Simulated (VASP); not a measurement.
# MgS (I4/mmm) in VASP: further runs

Runs on MgS. Level: LDA. Tasks: single point.

Everything below comes from runs of VASP 6.6.1. Logs are shortened: lines on timing, memory, paths and dates and some standing lists are left out, and cuts for length are marked.

**1. The cell of the first run**

Symmetry: I4/mmm, No. 139, tetragonal system. The conventional cell has a = 3.642 Å, b = 3.642 Å, c = 5.203 Å, α = 90.00°, β = 90.00°, γ = 90.00°. Mg (site symmetry 4/mmm) has 6 S at 2.58 to 2.60 Å within 3.4 Å. Within 3.4 Å of S (site symmetry 4/mmm) lie 6 Mg at 2.58 to 2.60 Å.

**2. Single point, LDA (equal xx and yy strain of -1 %)**

The input, INCAR:

```
ALGO = Normal ; EDIFF = 1E-7
ENCUT = 520 ; ISIF = 2
ISMEAR = -1 ; LASPH = T
LCHARG = F ; LREAL = F
LWAVE = F ; NBANDS = 11
NELM = 100 ; PREC = Accurate
SIGMA = 0.01
```

The input, KPOINTS:

```
k-points
0
Gamma
  8 8 8
```

The input, POSCAR:

```
MgS
1.0
    0.0000000000      2.5756335000      2.6016500000
    2.5756335000      0.0000000000      2.6016500000
    2.5756335000      2.5756335000      0.0000000000
Mg S
1 1
Direct
    0.0000000000      0.0000000000      0.0000000000
    0.5000000000      0.5000000000      0.5000000000
```

Potentials or basis: VASP PAW LDA potentials, release 64 (Mg, S).

Launch:

```bash
cat potpaw_LDA.64/Mg/POTCAR potpaw_LDA.64/S/POTCAR > POTCAR
mpirun -np 1 vasp_std > vasp.out
```

OUTCAR:

```text
EDIFF = 1E-7
   ENCUT = 520
   ISIF = 2
   ISMEAR = -1
   LASPH = T
   LREAL = F
   NELM = 100
   PREC = Accurate

 ion  position               nearest neighbor table
   1  0.000  0.000  0.000-   2 2.58   2 2.58   2 2.58   2 2.58   2 2.60   2 2.60
   2  0.500  0.500  0.500-   1 2.58   1 2.58   1 2.58   1 2.58   1 2.60   1 2.60

  LATTYP: Found a body centered tetragonal cell.
 ALAT       =     3.6424958274
 C/A-ratio  =     1.4284985479

  Lattice vectors:

 A1 = (  -2.5756335000,   0.0000000000,   2.6016500000)
 A2 = (   2.5756335000,   0.0000000000,   2.6016500000)
 A3 = (   0.0000000000,   2.5756335000,  -2.6016500000)

Analysis of symmetry for initial positions (statically):
=====================================================================
 Subroutine PRICEL returns:
 Original cell was already a primitive cell.

 Routine SETGRP: Setting up the symmetry group for a
 body centered tetragonal supercell.

 Subroutine GETGRP returns: Found 16 space group operations
 (whereof 16 operations were pure point group operations)
 out of a pool of 16 trial point group operations.

The static configuration has the point symmetry D_4h.

Analysis of symmetry for dynamics (positions and initial velocities):
=====================================================================
 Subroutine PRICEL returns:
 Original cell was already a primitive cell.

 Routine SETGRP: Setting up the symmetry group for a
 body centered tetragonal supercell.

 Subroutine GETGRP returns: Found 16 space group operations
 (whereof 16 operations were pure point group operations)
 out of a pool of 16 trial point group operations.

The dynamic configuration has the point symmetry D_4h.

 Subroutine INISYM returns: Found 16 space group operations
 (whereof 16 operations are pure point group operations),
 and found     1 'primitive' translations

----------------------------------------------------------------------------------------

                                     Primitive cell

  volume of cell :      34.5181

  direct lattice vectors                    reciprocal lattice vectors
     0.000000000  2.575633500  2.601650000    -0.194126998  0.194126998  0.192185728
     2.575633500  0.000000000  2.601650000     0.194126998 -0.194126998  0.192185728
     2.575633500  2.575633500  0.000000000     0.194126998  0.194126998 -0.192185728

  length of vectors
     3.660938493  3.660938493  3.642495827     0.335120780  0.335120780  0.335120780

  position of ions in fractional coordinates (direct lattice)
     0.000000000  0.000000000  0.000000000
[... 81 lines left out ...]
   NSW    =      0    number of steps for IOM
   IBRION =     -1    ionic relax: 0-MD 1-quasi-New 2-CG
   NFREE  =      0    steps in history (QN), initial steepest desc. (CG)
   ISIF   =      2    stress and relaxation
   ISYM   =      2    0-nonsym 1-usesym 2-fastsym
   POTIM  = 0.5000    time-step for ionic-motion
   TEBEG  =    0.0;   TEEND  =   0.0 temperature during run
   PSTRESS=    0.0 pullay stress
   NELECT =       8.0000    total number of electrons
   NUPDOWN=      -1.0000    fix difference up-down
   EMIN   =  10.00;   EMAX   =-10.00  energy-range for DOS
   EFERMI =   0.00;   METHOD = LEGACY
   ISMEAR =    -1;   SIGMA  =   0.01  broadening in eV -4-tet -1-fermi 0-gaus
   EFERMI_NEDOS =   21; number of points for ismear=-14 and -15
   IALGO  =     38    algorithm
   IMIX   =      4    mixing-type and parameters
     AMIX     =   0.40;   BMIX     =  1.00
     AMIX_MAG =   1.60;   BMIX_MAG =  1.00
  volume/ion in A,a.u.               =      17.26       116.47
  Fermi-wavevector in a.u.,A,eV,Ry     =   1.005594  1.900296 13.758462  1.011218
  Thomas-Fermi vector in A             =   2.138283
   LORBIT       =      0    0 simple, 1 ext, 2 COOP (PROOUT), +10 PAW based schemes
   GGA     = CA    functional components
   LHFCALC =     F    Hartree Fock is set to
   AEXX    =    0.0000 exact exchange contribution
   IVDW    =     0    specifies the selected vdW correction
   LEPSILON=     F    determine dielectric tensor
   LRPA    =     F    only Hartree local field effects (RPA)
 non-spin polarized calculation
  energy-cutoff  :      520.00
  volume of cell :       34.52
 maximum number of plane-waves:       942
   NGX = 13   NGY = 13   NGZ = 13

 number of electron       7.9999999 magnetization

 Free energy of the ion-electron system (eV)
  ---------------------------------------------------
  ext. energy  EPLUGINS =         0.00000000
  ---------------------------------------------------
  free energy    TOTEN  =        -9.58409249 eV

  energy without entropy =       -9.58409249  energy(sigma->0) =       -9.58409249

 E-fermi :   3.9977     XC(G=0): -10.0707

 val. band max:        3.7925412163   @ k =   0.0000   0.0000   0.0000
 cond. band min:       6.3467489647   @ k =   0.5000   0.0000   0.5000
 fundamental gap:      2.5542077483
 Fermi energy:         3.9977139646

 k-point     1 :       0.0000    0.0000    0.0000
  band No.  band energies     occupation
      1      -8.9938      2.00000
      2       3.7485      2.00000
      3       3.7485      2.00000
      4       3.7925      2.00000
      5       7.4148      0.00000
      6      11.5177      0.00000
      7      11.6232      0.00000
      8      11.6232      0.00000
      9      13.9791      0.00000
     10      14.1208      0.00000
     11      16.1654      0.00000
[... 309 lines left out ...]
 k-point    24 :       0.3750    0.0000    0.1250
  band No.  band energies     occupation
      1      -7.9368      2.00000
      2      -0.1343      2.00000
      3       2.8127      2.00000
      4       2.9275      2.00000
      5       8.9110      0.00000
      6      10.2876      0.00000
      7      11.6858      0.00000
      8      11.9972      0.00000
      9      15.0829      0.00000
     10      16.5687      0.00000
     11      16.6353      0.00000

 [... further k-points ...]
[... 5 lines left out ...]
  --------------------------------------------------------------------------------------
  -------------------------------------------------------------------------------------
  Total       -0.4387874     -0.4387874     -0.6660166      0.0000000     -0.0000000      0.0000000
  in kB      -20.3665602    -20.3665602    -30.9135325      0.0000000     -0.0000000      0.0000000
  external PRESSURE =     -23.8822176 kB  Pullay stress =       0.0000000 kB

 VOLUME and BASIS-vectors are now :
 -----------------------------------------------------------------------------
  energy-cutoff  :      520.00
  volume of cell :       34.52
      direct lattice vectors                 reciprocal lattice vectors
     0.000000000  2.575633500  2.601650000    -0.194126998  0.194126998  0.192185728
     2.575633500  0.000000000  2.601650000     0.194126998 -0.194126998  0.192185728
     2.575633500  2.575633500  0.000000000     0.194126998  0.194126998 -0.192185728

 POSITION                                       TOTAL-FORCE (eV/Angst)
 -----------------------------------------------------------------------------------
      0.00000      0.00000      0.00000        -0.000000      0.000000     -0.000000
      2.57563      2.57563      2.60165         0.000000     -0.000000      0.000000
 -----------------------------------------------------------------------------------
    total drift:                                0.000000      0.000000      0.000000

  FREE ENERGIE OF THE ION-ELECTRON SYSTEM (eV)
  ---------------------------------------------------
  free  energy   TOTEN  =        -9.5840924942 eV

  energy  without entropy=       -9.5840924942  energy(sigma->0) =       -9.58409249
```

Run time: 26 s. Hardware: 1 thread of Intel Xeon 8259CL, shared host; peak memory 0.15 GiB.

Results:

```
Free energy            : -9.5841 eV
Pressure               : -2.4 GPa
Band gap on the k mesh : 2.55 eV, indirect (least direct gap 3.62 eV)
```

Stress tensor (GPa, compression positive):
```
-2.04  0.00  0.00
 0.00 -2.04  0.00
 0.00  0.00 -3.09
```

Caveat: the cell differs from its parent crystal (equal xx and yy strain of -1 %).

**3. Single point, LDA (zz strain of +2 %)**

The input, INCAR:

```
SYSTEM = MgS
ALGO = Normal
EDIFF = 1E-6
ENCUT = 520
ISIF = 2
ISMEAR = -1
LASPH = .True.
LCHARG = .True.
LELF = .True.
LREAL = .False.
LVHAR = .True.
LWAVE = .False.
NBANDS = 11
NELM = 100
PREC = Accurate
SIGMA = 0.01
```

The input, KPOINTS:

```
k-points
0
Gamma
  8 8 8
  0 0 0
```

The input, POSCAR:

```
MgS
1.0
    0.0000000000      2.6016500000      2.6536830000
    2.6016500000      0.0000000000      2.6536830000
    2.6016500000      2.6016500000      0.0000000000
Mg S
1 1
Direct
    0.0000000000      0.0000000000      0.0000000000
    0.5000000000      0.5000000000      0.5000000000
```

Potentials or basis: VASP PAW LDA potentials, release 64 (Mg, S).

Launch:

```bash
cat potpaw_LDA.64/Mg/POTCAR potpaw_LDA.64/S/POTCAR > POTCAR
mpirun -np 1 vasp_std > vasp.out
```

It took 29 s on 1 thread of Intel Xeon 8259CL, shared host; peak memory 0.15 GiB.

Results (log left out):

```
Free energy            : -9.5493 eV
Pressure               : -5.1 GPa
Band gap on the k mesh : 2.43 eV, indirect (least direct gap 3.28 eV)
```

Stress tensor (GPa, compression positive):
```
-4.56  0.00  0.00
 0.00 -4.56  0.00
 0.00  0.00 -6.17
```

Levels at points of the mesh, in eV from the valence-band top:
| k point | band 1 | band 2 | band 3 | band 4 | band 5 | band 6 | band 7 | band 8 | band 9 |
| --- | --- | --- | --- | --- | --- | --- | --- | --- | --- |
| (0.00, 0.00, 0.00) | -12.59 | -0.09 | -0.09 | 0.00 | 3.28 | 7.66 | 7.86 | 7.86 | 10.05 |
| (0.50, 0.00, 0.00) | -11.30 | -4.86 | -0.66 | -0.60 | 4.29 | 6.57 | 6.77 | 9.58 | 11.78 |
| (0.50, 0.50, 0.00) | -10.99 | -4.22 | -1.66 | -1.66 | 2.53 | 4.30 | 11.40 | 12.61 | 12.92 |
| (0.50, 0.00, 0.50) | -10.91 | -4.20 | -1.83 | -1.66 | 2.43 | 4.23 | 11.61 | 12.52 | 12.65 |

Caveat: the cell differs from its parent crystal (zz strain of +2 %). A k mesh can miss the band edges.

**4. Single point, LDA (zz strain of +3 %)**

The input, INCAR:

```
SYSTEM = MgS
PREC = Accurate ; ENCUT = 520
EDIFF = 1E-6 ; ISMEAR = -1
SIGMA = 0.01 ; LREAL = .False.
LASPH = .True. ; NELM = 80
ALGO = Normal ; ISIF = 2
LWAVE = .False. ; LCHARG = .False.
NBANDS = 11
```

The input, KPOINTS:

```
Automatic mesh
0
Gamma
  8 8 8
  0 0 0
```

The input, POSCAR:

```
MgS
1.0
    0.0000000000      2.6016500000      2.6796995000
    2.6016500000      0.0000000000      2.6796995000
    2.6016500000      2.6016500000      0.0000000000
Mg S
1 1
Direct
    0.0000000000      0.0000000000      0.0000000000
    0.5000000000      0.5000000000      0.5000000000
```

Launch:

```bash
cat potpaw_LDA.64/Mg/POTCAR potpaw_LDA.64/S/POTCAR > POTCAR
mpirun -np 1 vasp_std > vasp.out
```

It took 28 s on 1 thread of Intel Xeon 8259CL, shared host; peak memory 0.15 GiB.

The run converged. Its results:

| Quantity | Value |
| --- | --- |
| Free energy | -9.5348 eV |
| Pressure | -5.6 GPa |
| Band gap on the k mesh | 2.37 eV, indirect (least direct gap 3.18 eV) |

Stress tensor (GPa, compression positive):
```
-4.89  0.00  0.00
 0.00 -4.89  0.00
 0.00  0.00 -7.11
```

Levels at points of the mesh, in eV from the valence-band top:
```tsv
k point	band 1	band 2	band 3	band 4	band 5	band 6	band 7	band 8
(0.00, 0.00, 0.00)	-12.56	-0.12	-0.12	0.00	3.18	7.58	7.88	7.88
(0.50, 0.00, 0.00)	-11.30	-4.84	-0.69	-0.60	4.24	6.49	6.78	9.45
(0.50, 0.50, 0.00)	-11.02	-4.20	-1.64	-1.64	2.52	4.33	11.21	12.55
(0.50, 0.00, 0.50)	-10.91	-4.17	-1.89	-1.64	2.37	4.23	11.52	12.26
```

Caveat: the cell differs from its parent crystal (zz strain of +3 %).

**5. Single point, LDA (equal xx and yy strain of +2 %)**

The input, INCAR:

```
SYSTEM = MgS
PREC = Accurate
ENCUT = 520
EDIFF = 1E-6
ISMEAR = -1
SIGMA = 0.01
LREAL = .FALSE.
LASPH = .TRUE.
NELM = 100
ALGO = Normal
ISIF = 2
LWAVE = .FALSE.
LCHARG = .FALSE.
NBANDS = 11
```

The input, KPOINTS:

```
Automatic mesh
0
G
  8 8 8
  0 0 0
```

The input, POSCAR:

```
MgS
1.0
    0.0000000000      2.6536830000      2.6016500000
    2.6536830000      0.0000000000      2.6016500000
    2.6536830000      2.6536830000      0.0000000000
Mg S
1 1
Direct
    0.0000000000      0.0000000000      0.0000000000
    0.5000000000      0.5000000000      0.5000000000
```

Launch:

```bash
cat potpaw_LDA.64/Mg/POTCAR potpaw_LDA.64/S/POTCAR > POTCAR
mpirun -np 1 vasp_std > vasp.out
```

Wall time 30 s (1 thread of Intel Xeon 8259CL, shared host); peak memory 0.15 GiB.

The run converged. Its results:

```
Free energy            : -9.5238 eV
Pressure               : -6.3 GPa
Band gap on the k mesh : 2.38 eV, indirect (least direct gap 3.16 eV)
```

Stress tensor (GPa, compression positive):
```
-6.80  0.00  0.00
 0.00 -6.80  0.00
 0.00  0.00 -5.28
```

Levels at points of the mesh, in eV from the valence-band top:
```tsv
k point	band 1	band 2	band 3	band 4	band 5	band 6	band 7	band 8
(0.00, 0.00, 0.00)	-12.45	-0.09	0.00	0.00	3.16	7.77	7.77	7.96
(0.50, 0.00, 0.00)	-11.22	-4.73	-0.61	-0.56	4.28	6.56	6.77	9.39
(0.50, 0.50, 0.00)	-10.82	-4.07	-1.71	-1.71	2.38	4.29	11.52	12.57
(0.50, 0.00, 0.50)	-10.89	-4.09	-1.71	-1.54	2.48	4.36	11.31	12.44
```

Caveat: the cell differs from its parent crystal (equal xx and yy strain of +2 %).

**6. Single point, LDA (equal xx and yy strain of +1 %)**

The input, INCAR:

```
PREC = Accurate
ENCUT = 520
EDIFF = 1E-7
ISMEAR = -1
SIGMA = 0.01
LREAL = F
LASPH = T
NELM = 60
ALGO = Normal
ISIF = 2
LWAVE = F
LCHARG = F
GGA = CA
NBANDS = 11
```

The input, KPOINTS:

```
Automatic mesh
0
Gamma
  8 8 8
```

The input, POSCAR:

```
MgS
1.0
    0.0000000000      2.6276665000      2.6016500000
    2.6276665000      0.0000000000      2.6016500000
    2.6276665000      2.6276665000      0.0000000000
Mg S
1 1
Direct
    0.0000000000      0.0000000000      0.0000000000
    0.5000000000      0.5000000000      0.5000000000
```

Potentials or basis: VASP PAW LDA potentials, release 64 (Mg, S).

Launch:

```bash
cat potpaw_LDA.64/Mg/POTCAR potpaw_LDA.64/S/POTCAR > POTCAR
mpirun -np 1 vasp_std > vasp.out
```

Run time: 30 s. Hardware: 1 thread of Intel Xeon 8259CL, shared host; peak memory 0.15 GiB.

The run converged. Its results:

- Free energy: -9.5509 eV
- Pressure: -5.1 GPa
- Band gap on the k mesh: 2.47 eV, indirect (least direct gap 3.32 eV)

Stress tensor (GPa, compression positive):
```
-5.43  0.00  0.00
 0.00 -5.43  0.00
 0.00  0.00 -4.58
```

Levels at points of the mesh, in eV from the valence-band top:
```
           k point  band 2  band 3  band 4  band 5  band 6  band 7
(0.00, 0.00, 0.00)   -0.05    0.00    0.00    3.32    7.80    7.80
(0.50, 0.00, 0.00)   -4.82   -0.60   -0.57    4.33    6.65    6.76
(0.50, 0.50, 0.00)   -4.16   -1.71   -1.71    2.47    4.27   11.65
(0.50, 0.00, 0.50)   -4.17   -1.71   -1.62    2.52    4.31   11.55
```

Caveat: the cell differs from its parent crystal (equal xx and yy strain of +1 %). A k mesh can miss the band edges.

**7. Summary**

```tsv
cell	gap on the mesh (eV)	pressure (GPa)
a = 3.661, b = 3.661, c = 3.642 Å, angles 60.2, 60.2, 59.7°, 2 atoms	2.55	-2.4
a = 3.716, b = 3.716, c = 3.679 Å, angles 60.3, 60.3, 59.3°, 2 atoms	2.43	-5.1
a = 3.735, b = 3.735, c = 3.679 Å, angles 60.5, 60.5, 59.0°, 2 atoms	2.37	-5.6
a = 3.716, b = 3.716, c = 3.753 Å, angles 59.7, 59.7, 60.7°, 2 atoms	2.38	-6.3
a = 3.698, b = 3.698, c = 3.716 Å, angles 59.8, 59.8, 60.3°, 2 atoms	2.47	-5.1
```

Alike in all rows: task single point; level LDA; potentials or basis VASP PAW LDA potentials, release 64 (Mg, S); no spin polarisation; k mesh 8 × 8 × 8; cutoff (eV) 520; smearing fermi-dirac 0.01 eV.

Total energies depend on the potentials used, so only differences within one code and one set of settings carry meaning.
